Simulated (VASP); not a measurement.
A run of VASP 6.6.1 is set up as follows.

INCAR

```
SYSTEM = Co
PREC = Accurate
ENCUT = 520
EDIFF = 1E-6
ISMEAR = 0
SIGMA = 0.1
LREAL = .False.
LASPH = .True.
NELM = 150
ALGO = Normal
ISIF = 2
LWAVE = .False.
LCHARG = .False.
ISPIN = 2
MAGMOM = 1.84 1.84
LORBIT = 11
LMAXMIX = 4
GGA = PE
NBANDS = 20
```

KPOINTS

```
regular mesh
0
Gamma
  18 18 10
  0 0 0
```

The input POSCAR:

```
Co
1.0
    2.5169520531      0.0000000000      0.0000000000
   -1.2584760265      2.1797444181      0.0000000000
    0.0000000000      0.0000000000      4.0736231727
Co
2
Direct
    0.3333333333      0.6666666667      0.2500000000
    0.6666666667      0.3333333333      0.7500000000
```

Potentials or basis: VASP PAW PBE potentials, release 64 (Co).

The run is started by

```bash
$ cat potpaw_PBE.64/Co/POTCAR > POTCAR
$ mpirun -np 1 vasp_std > vasp.out
```

(1) What does it give for the site moments?

(2) Estimate the pressure.

(3) Predict the net moment.

## Answers

(1) Co +1.63 μB.

(2) -6.6 GPa.

(3) 3.21 μB per cell.
